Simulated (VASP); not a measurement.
# SrTiO3 (Pm-3m) in VASP: further runs

The runs below take SrTiO3 through single point, with r2SCAN.

Program: VASP 6.6.1. These are calculated values, not measurements. Logs are shortened: lines on timing, memory, paths and dates and some standing lists are left out, and cuts for length are marked.

### 1 The cell of the first run

Symmetry: Pm-3m, No. 221, cubic system. Conventional cell: a = 3.875 Å, b = 3.875 Å, c = 3.875 Å, α = 90.00°, β = 90.00°, γ = 90.00°. Within 3.6 Å of Sr (site symmetry m-3m) lie 12 O at 2.74 Å and 8 Ti at 3.36 Å. Within 2.6 Å of Ti (site symmetry m-3m) lie 6 O at 1.94 Å. Within 2.6 Å of O (site symmetry 4/mmm) lie 2 Ti at 1.94 Å. Within 2.6 Å of O (site symmetry 4/mmm) lie 2 Ti at 1.94 Å.

### 2 Single point, r2SCAN

Input file POSCAR:

```
SrTiO3
1.0
    7.7507882000      0.0000000000      0.0000000000
    0.0000000000      3.8753941000      0.0000000000
    0.0000000000      0.0000000000      3.8753941000
Sr Ti O
2 2 6
Direct
    0.2500000000      0.5000000000      0.5000000000
    0.7500000000      0.5000000000      0.5000000000
    0.0000000000      0.0000000000      0.0000000000
    0.5000000000      0.0000000000      0.0000000000
    0.2500000000      0.0000000000      0.0000000000
    0.7500000000      0.0000000000      0.0000000000
    0.0000000000      0.5000000000      0.0000000000
    0.5000000000      0.5000000000      0.0000000000
    0.0000000000      0.0000000000      0.5000000000
    0.5000000000      0.0000000000      0.5000000000
```

Input file INCAR.step1:

```
SYSTEM = SrTiO3
PREC     = Accurate       ! precision mode
ENCUT    = 520            ! plane-wave cutoff, eV
ISMEAR   = -1             ! smearing method
SIGMA    = 0.1            ! smearing width, eV
LREAL    = .False.        ! projectors in reciprocal space
LASPH    = .True.         ! aspherical terms in the spheres
NELM     = 100            ! most SCF steps
NBANDS   = 51             ! bands
GGA      = PE             ! functional
ALGO     = Normal         ! electronic algorithm
EDIFF    = 1E-4           ! SCF threshold, eV
LWAVE    = .True.         ! write WAVECAR
LCHARG   = .False.        ! write CHGCAR
```

Input file INCAR.step2:

```
SYSTEM = SrTiO3
PREC     = Accurate       ! precision mode
ENCUT    = 520            ! plane-wave cutoff, eV
EDIFF    = 1E-6           ! SCF threshold, eV
ISMEAR   = -1             ! smearing method
SIGMA    = 0.1            ! smearing width, eV
LREAL    = .False.        ! projectors in reciprocal space
LASPH    = .True.         ! aspherical terms in the spheres
NELM     = 100            ! most SCF steps
ALGO     = Normal         ! electronic algorithm
ISIF     = 2              ! what is computed and relaxed
LWAVE    = .False.        ! write WAVECAR
LCHARG   = .True.         ! write CHGCAR
METAGGA  = R2SCAN         ! meta-GGA
LMIXTAU  = .True.       
LELF     = .True.         ! ELF
LVHAR    = .True.       
NBANDS   = 51             ! bands
ISTART   = 1
```

Input file KPOINTS:

```
Automatic mesh
0
Gamma
  4 7 7
  0 0 0
```

Potentials or basis: VASP PAW PBE potentials, release 64 (Sr_sv, Ti_sv, O).

Started as:

```
cat potpaw_PBE.64/Sr_sv/POTCAR potpaw_PBE.64/Ti_sv/POTCAR potpaw_PBE.64/O/POTCAR > POTCAR
cp INCAR.step1 INCAR
mpirun -np 1 vasp_std > vasp.out
cp INCAR.step2 INCAR
mpirun -np 1 vasp_std > vasp.out
```

OUTCAR:

```text
SYSTEM = SrTiO3
   PREC = Accurate
   ENCUT = 520
   EDIFF = 1E-6
   ISMEAR = -1
   LREAL = .False.
   LASPH = .True.
   NELM = 100
   ISIF = 2
   METAGGA = R2SCAN
   ISTART = 1

 ion  position               nearest neighbor table
   1  0.250  0.500  0.500-   5 2.74   7 2.74   8 2.74   9 2.74  10 2.74   5 2.74   7 2.74   8 2.74
                             5 2.74   9 2.74  10 2.74   5 2.74   3 3.36   4 3.36   4 3.36   4 3.36
   2  0.750  0.500  0.500-   6 2.74   7 2.74   8 2.74   9 2.74  10 2.74   6 2.74   7 2.74   8 2.74
                             6 2.74   9 2.74  10 2.74   6 2.74   3 3.36   4 3.36   4 3.36   4 3.36
   3  0.000  0.000  0.000-   5 1.94   6 1.94   7 1.94   9 1.94   9 1.94   7 1.94   1 3.36   2 3.36
                             1 3.36   1 3.36   2 3.36   2 3.36   1 3.36   2 3.36
   4  0.500  0.000  0.000-   5 1.94   6 1.94   8 1.94  10 1.94  10 1.94   8 1.94   1 3.36   2 3.36
                             1 3.36   1 3.36   2 3.36   2 3.36   1 3.36   2 3.36
   5  0.250  0.000  0.000-   3 1.94   4 1.94   1 2.74   1 2.74   1 2.74   1 2.74
   6  0.750  0.000  0.000-   3 1.94   4 1.94   2 2.74   2 2.74   2 2.74   2 2.74
   7  0.000  0.500  0.000-   3 1.94   3 1.94   1 2.74   1 2.74   2 2.74   2 2.74
   8  0.500  0.500  0.000-   4 1.94   4 1.94   1 2.74   1 2.74   2 2.74   2 2.74
   9  0.000  0.000  0.500-   3 1.94   3 1.94   1 2.74   2 2.74   1 2.74   2 2.74
  10  0.500  0.000  0.500-   4 1.94   4 1.94   1 2.74   2 2.74   1 2.74   2 2.74

  LATTYP: Found a simple tetragonal cell.
 ALAT       =     3.8753941000
 C/A-ratio  =     2.0000000000

  Lattice vectors:

 A1 = (   0.0000000000,   3.8753941000,   0.0000000000)
 A2 = (   0.0000000000,   0.0000000000,   3.8753941000)
 A3 = (   7.7507882000,   0.0000000000,   0.0000000000)

Analysis of symmetry for initial positions (statically):
=====================================================================
 Subroutine PRICEL returns following result:

  LATTYP: Found a simple cubic cell.
 ALAT       =     3.8753941000

  Lattice vectors:

 A1 = (   3.8753941000,   0.0000000000,   0.0000000000)
 A2 = (   0.0000000000,   3.8753941000,   0.0000000000)
 A3 = (   0.0000000000,   0.0000000000,   3.8753941000)

   2 primitive cells build up your supercell.

 Routine SETGRP: Setting up the symmetry group for a
 simple tetragonal supercell.

 Subroutine GETGRP returns: Found 16 space group operations
 (whereof 16 operations were pure point group operations)
 out of a pool of 16 trial point group operations.

The static configuration has the point symmetry D_4h.

Analysis of symmetry for dynamics (positions and initial velocities):
=====================================================================
 Subroutine PRICEL returns following result:

  LATTYP: Found a simple cubic cell.
 ALAT       =     3.8753941000

  Lattice vectors:

 A1 = (   3.8753941000,   0.0000000000,   0.0000000000)
 A2 = (   0.0000000000,   3.8753941000,   0.0000000000)
 A3 = (   0.0000000000,   0.0000000000,   3.8753941000)

   2 primitive cells build up your supercell.

 Routine SETGRP: Setting up the symmetry group for a
 simple tetragonal supercell.

 Subroutine GETGRP returns: Found 16 space group operations
 (whereof 16 operations were pure point group operations)
 out of a pool of 16 trial point group operations.

The dynamic configuration has the point symmetry D_4h.

 Subroutine INISYM returns: Found 16 space group operations
 (whereof 16 operations are pure point group operations),
 and found     2 'primitive' translations

----------------------------------------------------------------------------------------

                                     Primitive cell

  volume of cell :      58.2033

  direct lattice vectors                    reciprocal lattice vectors
     3.875394100  0.000000000  0.000000000     0.258038273  0.000000000  0.000000000
     0.000000000  3.875394100  0.000000000     0.000000000  0.258038273  0.000000000
     0.000000000  0.000000000  3.875394100     0.000000000  0.000000000  0.258038273

  length of vectors
     3.875394100  3.875394100  3.875394100     0.258038273  0.258038273  0.258038273

  position of ions in fractional coordinates (direct lattice)
     0.500000000  0.500000000  0.500000000
     0.000000000  0.000000000  0.000000000
     0.500000000  0.000000000  0.000000000
     0.000000000  0.500000000  0.000000000
     0.000000000  0.000000000  0.500000000

  ion indices of the primitive-cell ions
   primitive index   ion index
                 1           1
                 2           3
                 3           5
                 4           7
                 5           9

----------------------------------------------------------------------------------------

 KPOINTS: Automatic mesh

Automatic generation of k-mesh.
 Grid dimensions read from file:
 generate k-points for:    4    7    7

 Generating k-lattice:

  Cartesian coordinates                     Fractional coordinates (reciprocal lattice)
     0.032254784  0.000000000  0.000000000     0.250000000  0.000000000  0.000000000
     0.000000000  0.036862610  0.000000000     0.000000000  0.142857143  0.000000000
     0.000000000  0.000000000  0.036862610     0.000000000  0.000000000  0.142857143

  Length of vectors
     0.032254784  0.036862610  0.036862610

  Shift w.r.t. Gamma in fractional coordinates (k-lattice)
     0.000000000  0.000000000  0.000000000

 Subroutine IBZKPT returns following result:
 ===========================================

 Found     30 irreducible k-points:

 Following reciprocal coordinates:
            Coordinates               Weight
  0.000000  0.000000  0.000000      1.000000
  0.250000  0.000000  0.000000      2.000000
  0.500000  0.000000  0.000000      1.000000
  0.000000  0.142857  0.000000      4.000000
  0.250000  0.142857  0.000000      8.000000
  0.500000  0.142857  0.000000      4.000000
[... 16 lines left out ...]
  0.250000  0.285714  0.285714      8.000000
  0.500000  0.285714  0.285714      4.000000
 [... further k-points ...]
   k-points           NKPTS =     30   k-points in BZ     NKDIM =     30   number of bands    NBANDS=     51
   number of dos      NEDOS =    301   number of ions     NIONS =     10
   total plane-waves  NPLWV =  54000
   dimension x,y,z NGX =    60 NGY =   30 NGZ =   30
   dimension x,y,z NGXF=   120 NGYF=   60 NGZF=   60
   ions per type =               2   2   6
   NGX,Y,Z   is equivalent  to a cutoff of  12.87, 12.87, 12.87 a.u.
   NGXF,Y,Z  is equivalent  to a cutoff of  25.74, 25.74, 25.74 a.u.
 SYSTEM =  SrTiO3
   PREC   = accura    normal or accurate (medium, high low for compatibility)
   ISTART =      1    job   : 0-new  1-cont  2-samecut
   ICHARG =      0    charge: 1-file 2-atom 10-const
   ISPIN  =      1    spin polarized calculation?
   LNONCOLLINEAR =      F non collinear calculations
   LSORBIT =      F    spin-orbit coupling
   LASPH  =      T    aspherical Exc in radial PAW
   ENCUT  =  520.0 eV  38.22 Ry    6.18 a.u.  14.41  7.21  7.21*2*pi/ulx,y,z
   NELM   =    100;   NELMIN=  2; NELMDL=  0     # of ELM steps
   EDIFF  = 0.1E-05   stopping-criterion for ELM
   LREAL  =      F    real-space projection
   EDIFFG = 0.1E-04   stopping-criterion for IOM
   NSW    =      0    number of steps for IOM
   IBRION =     -1    ionic relax: 0-MD 1-quasi-New 2-CG
   NFREE  =      0    steps in history (QN), initial steepest desc. (CG)
   ISIF   =      2    stress and relaxation
   ISYM   =      2    0-nonsym 1-usesym 2-fastsym
   POTIM  = 0.5000    time-step for ionic-motion
   TEBEG  =    0.0;   TEEND  =   0.0 temperature during run
   PSTRESS=    0.0 pullay stress
   NELECT =      80.0000    total number of electrons
   NUPDOWN=      -1.0000    fix difference up-down
   EMIN   =  10.00;   EMAX   =-10.00  energy-range for DOS
   EFERMI =   0.00;   METHOD = LEGACY
   ISMEAR =    -1;   SIGMA  =   0.10  broadening in eV -4-tet -1-fermi 0-gaus
   EFERMI_NEDOS =   21; number of points for ismear=-14 and -15
   IALGO  =     38    algorithm
   IMIX   =      4    mixing-type and parameters
     AMIX     =   0.40;   BMIX     =  1.00
     AMIX_MAG =   1.60;   BMIX_MAG =  1.00
  volume/ion in A,a.u.               =      11.64        78.56
  Fermi-wavevector in a.u.,A,eV,Ry     =   1.444704  2.730095 28.397677  2.087170
  Thomas-Fermi vector in A             =   2.562969
   LORBIT       =      0    0 simple, 1 ext, 2 COOP (PROOUT), +10 PAW based schemes
   METAGGA = R2SCAN    functional components
   LHFCALC =     F    Hartree Fock is set to
   AEXX    =    0.0000 exact exchange contribution
   IVDW    =     0    specifies the selected vdW correction
   LEPSILON=     F    determine dielectric tensor
   LRPA    =     F    only Hartree local field effects (RPA)
 non-spin polarized calculation
  energy-cutoff  :      520.00
  volume of cell :      116.41
 maximum number of plane-waves:      3160
 NGX is ok and might be reduce to    60
   NGX = 29   NGY = 15   NGZ = 15

 number of electron      80.0000043 magnetization

 Free energy of the ion-electron system (eV)
  ---------------------------------------------------
  ext. energy  EPLUGINS =         0.00000000
  ---------------------------------------------------
  free energy    TOTEN  =      -126.59538100 eV

  energy without entropy =     -126.59537660  energy(sigma->0) =     -126.59537880

 E-fermi :   5.2383     XC(G=0): -12.0659

 val. band max:        3.9988882708   @ k =   0.0000   0.4286   0.4286
 cond. band min:       6.3648193886   @ k =   0.0000   0.0000   0.0000
 fundamental gap:      2.3659311178
 Fermi energy:         5.2383051850

 k-point     1 :       0.0000    0.0000    0.0000
  band No.  band energies     occupation
      1     -54.5282      2.00000
      2     -54.5262      2.00000
      3     -29.9170      2.00000
      4     -29.7622      2.00000
      5     -29.7423      2.00000
      6     -29.7423      2.00000
[... 43 lines left out ...]
     50      10.0381      0.00000
     51      10.0381      0.00000
[... 1240 lines left out ...]
     50      11.5709      0.00000
     51      12.4722      0.00000

 [... further k-points ...]
[... 5 lines left out ...]
  --------------------------------------------------------------------------------------
  -------------------------------------------------------------------------------------
  Total        4.2507619      4.2514656      4.2514656      0.0000000      0.0000000     -0.0000000
  in kB       58.5059115     58.5155963     58.5155963      0.0000000      0.0000000     -0.0000000
  external PRESSURE =      58.5123681 kB  Pullay stress =       0.0000000 kB

 VOLUME and BASIS-vectors are now :
 -----------------------------------------------------------------------------
  energy-cutoff  :      520.00
  volume of cell :      116.41
      direct lattice vectors                 reciprocal lattice vectors
     7.750788200  0.000000000  0.000000000     0.129019136  0.000000000  0.000000000
     0.000000000  3.875394100  0.000000000     0.000000000  0.258038273  0.000000000
     0.000000000  0.000000000  3.875394100     0.000000000  0.000000000  0.258038273

 POSITION                                       TOTAL-FORCE (eV/Angst)
 -----------------------------------------------------------------------------------
      1.93770      1.93770      1.93770         0.000000     -0.000000     -0.000000
      5.81309      1.93770      1.93770         0.000000     -0.000000     -0.000000
      0.00000      0.00000      0.00000        -0.000000     -0.000000     -0.000000
      3.87539      0.00000      0.00000        -0.000000      0.000000      0.000000
      1.93770      0.00000      0.00000         0.000000     -0.000000     -0.000000
      5.81309      0.00000      0.00000         0.000000      0.000000      0.000000
      0.00000      1.93770      0.00000         0.000000     -0.000000     -0.000000
      3.87539      1.93770      0.00000         0.000000      0.000000      0.000000
      0.00000      0.00000      1.93770         0.000000     -0.000000     -0.000000
      3.87539      0.00000      1.93770         0.000000     -0.000000     -0.000000
 -----------------------------------------------------------------------------------
    total drift:                                0.000000     -0.000000      0.000000

  FREE ENERGIE OF THE ION-ELECTRON SYSTEM (eV)
  ---------------------------------------------------
  free  energy   TOTEN  =      -126.5953809983 eV

  energy  without entropy=     -126.5953765989  energy(sigma->0) =     -126.59537880
```

Run time: 19 min. Hardware: 1 thread of Intel Xeon 8259CL, shared host; peak memory 0.34 GiB.

Results:

| Property | Result |
| --- | --- |
| Free energy | -126.5954 eV |
| Pressure | 5.9 GPa |
| Band gap on the k mesh | 2.37 eV |

Levels at points of the mesh, in eV from the valence-band top:
| k point | band 38 | band 39 | band 40 | band 41 | band 42 | band 43 |
| --- | --- | --- | --- | --- | --- | --- |
| (0.00, 0.00, 0.00) | -0.33 | -0.33 | -0.33 | 2.37 | 2.37 | 2.37 |
| (0.50, 0.00, 0.00) | -0.58 | -0.58 | -0.58 | 2.45 | 2.45 | 3.44 |

Caveat: the cell stands under pressure; the PAW data sets were made with another functional, which shifts forces and pressure a little; an odd mesh through Γ misses points on the zone boundary, where band edges can lie.

### 3 Single point, r2SCAN

This run uses another cell than the first one, of 11.93 Å³/atom.

POSCAR, as its differences from that of step 2:

```diff
@@ -2,5 +2,5 @@
 1.0
-    7.7507882000      0.0000000000      0.0000000000
-    0.0000000000      3.8753941000      0.0000000000
-    0.0000000000      0.0000000000      3.8753941000
+    7.8137437367      0.0000000000      0.0000000000
+    0.0000000000      3.9069322391      0.0000000000
+    0.0000000000      0.0000000000      3.9069322391
 Sr Ti O
```

Input file INCAR.step1:

```
PREC = Accurate ; ENCUT = 520
ISMEAR = -1 ; SIGMA = 0.1
LREAL = False ; LASPH = True
NELM = 80 ; NBANDS = 51
GGA = PE ; ALGO = Normal
EDIFF = 1E-4 ; LWAVE = True
LCHARG = False
```

Input file INCAR.step2:

```
PREC = Accurate ; ENCUT = 520
EDIFF = 1E-6 ; ISMEAR = -1
SIGMA = 0.1 ; LREAL = False
LASPH = True ; NELM = 80
ALGO = Normal ; ISIF = 2
LWAVE = False ; LCHARG = False
METAGGA = R2SCAN ; LMIXTAU = True
NBANDS = 51 ; ISTART = 1
```

Input file KPOINTS:

```
Automatic mesh
0
Gamma
  4 6 6
```

Potentials or basis: VASP PAW PBE potentials, release 64 (Sr_sv, Ti_sv, O).

Started as:

```
cat potpaw_PBE.64/Sr_sv/POTCAR potpaw_PBE.64/Ti_sv/POTCAR potpaw_PBE.64/O/POTCAR > POTCAR
cp INCAR.step1 INCAR
mpirun -np 1 vasp_std > vasp.out
cp INCAR.step2 INCAR
mpirun -np 1 vasp_std > vasp.out
```

It took 4.7 min on 1 thread of Intel Xeon 6975P-C (Granite Rapids), shared host; peak memory 0.35 GiB.

Results (log left out):

| Property | Result |
| --- | --- |
| Free energy | -126.6586 eV |
| Pressure | 0.9 GPa |
| Band gap on the k mesh | 2.27 eV |

Levels at points of the mesh, in eV from the valence-band top:
| k point | band 37 | band 38 | band 39 | band 40 | band 41 | band 42 | band 43 | band 44 |
| --- | --- | --- | --- | --- | --- | --- | --- | --- |
| (0.00, 0.00, 0.00) | -0.77 | -0.38 | -0.38 | -0.38 | 2.27 | 2.27 | 2.27 | 2.44 |
| (0.50, 0.00, 0.00) | -0.63 | -0.63 | -0.63 | -0.63 | 2.35 | 2.35 | 3.30 | 3.30 |
| (0.00, 0.50, 0.00) | -1.61 | -0.77 | -0.77 | -0.09 | 2.44 | 4.17 | 4.17 | 4.18 |
| (0.50, 0.50, 0.00) | -1.36 | -1.36 | -0.65 | -0.65 | 3.37 | 3.37 | 4.17 | 4.17 |
| (0.00, 0.50, 0.50) | -0.09 | 0.00 | 0.00 | 0.00 | 4.18 | 4.18 | 4.66 | 4.87 |
| (0.50, 0.50, 0.50) | -0.68 | -0.68 | -0.05 | -0.05 | 4.47 | 4.47 | 4.47 | 4.47 |

Caveat: the PAW data sets were made with another functional, which shifts forces and pressure a little. r2SCAN opens gaps a little over a GGA but as a rule still falls short of measured ones.
